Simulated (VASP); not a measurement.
The system is Li3ZrN2.

```
Li Zr N
1.0
    -2.13965    2.13965    4.72716
     2.13965   -2.13965    4.72716
     2.13965    2.13965   -4.72716
Li Zr N
3 1 2
Cartesian
  0.0000 0.0000 0.0000
  2.1397 0.0000 2.3636
  0.0000 2.1397 2.3636
  0.0000 0.0000 4.7272
  0.0000 0.0000 1.8923
  0.0000 0.0000 7.5621
```

The cell was generated, and may not be a known phase.

```yaml
Program: VASP 6.6.1
Task: relaxation of cell and atoms
Functional: PBE
Potentials_or_basis: VASP PAW PBE potentials, release 64 (Li_sv, Zr_sv, N)
Cutoff: 600 eV
k_mesh: 6 × 6 × 6
Occupations: gaussian, width 0.1 eV
Spin: no spin polarisation
```

At the start: pressure -15.4 GPa; volume 14.43 Å³/atom.

Task: How do energy, volume and symmetry change on relaxing?

Result: Over 17 steps the energy falls by 464.7 meV/atom and the volume is 12.67 Å³/atom (-12.2 %); space group I4/mmm (No. 139, to 0.1 Å) before and after.

Step by step:
```tsv
step	energy change (eV)	largest force (eV/Å)	pressure (GPa)	volume (Å³)
1	0.0000	0.4078	-15.38	86.57
2	-1.5178	1.5842	-7.20	70.26
3	-1.7060	2.1530	-0.18	64.86
4	-1.7076	2.2360	1.05	64.13
5	-2.0393	1.0735	8.14	61.26
6	-2.0570	0.3747	13.68	59.81
7	-2.2577	0.6365	14.53	61.70
8	-2.2776	1.2320	15.67	62.63
9	-2.6437	0.4233	5.53	68.58
10	-2.6970	0.4733	-3.81	77.46
11	-2.7300	0.1721	-0.96	74.17
12	-2.7742	0.1324	-0.25	75.37
13	-2.7793	0.3019	0.15	75.93
14	-2.7841	0.1713	-0.23	76.12
15	-2.7866	0.0123	-0.74	76.40
16	-2.7881	0.0440	-0.09	75.98
17	-2.7881	0.0355	-0.19	76.05
```

Final structure:
```yaml
crystal:
  lattice:
    - [-2.19382, 2.19382, 3.95019]
    - [2.19382, -2.19382, 3.95019]
    - [2.19382, 2.19382, -3.95019]
  atoms:
    - { symbol: Li, position: [0.00000, 0.00000, 0.00000] }
    - { symbol: Li, position: [0.25000, 0.75000, 0.50000] }
    - { symbol: Li, position: [0.75000, 0.25000, 0.50000] }
    - { symbol: Zr, position: [0.50000, 0.50000, 0.00000] }
    - { symbol: N, position: [0.24203, 0.24203, 0.00000] }
    - { symbol: N, position: [0.75797, 0.75797, 0.00000] }
```

Caveat: the cutoff is under 1.25 times the usual one of these potentials, so pressure, stress and relaxed cells hold a basis-set (Pulay) error.
